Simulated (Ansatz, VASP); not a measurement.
Two plane-wave programs on RbBr

```
CELL_PARAMETERS angstrom
5.89014 0.00000 0.00000
-2.94507 5.10101 0.00000
0.00000 0.00000 6.87033
ATOMIC_POSITIONS crystal
Rb 0.33333 0.66667 0.93750
Rb 0.66667 0.33333 0.43750
Br 0.33333 0.66667 0.43750
Br 0.66667 0.33333 0.93750
```

Alike in both runs: task single point; functional PBEsol; k mesh 3 × 3 × 2; no spin polarisation.

|  | VASP | Ansatz |
| --- | --- | --- |
| version | VASP 6.6.1 | Ansatz 0.2.0 |
| potentials or method | VASP PAW PBE potentials, release 64 (Rb_sv, Br) | plane waves, PAW |
| plane-wave cutoff (eV) | 520 | 420 |
| occupations | gaussian, width 0.01 eV | fixed |
| valence electrons in the cell | 32 | 32 |

```tsv
	VASP	Ansatz	Ansatz less VASP
gap on the k mesh at the Fermi level (eV)	4.07	4.07	+0.002
```

VASP's potentials were made for PBE, not for PBEsol.

The k mesh is coarse, so the values compare programs but aren't converged.
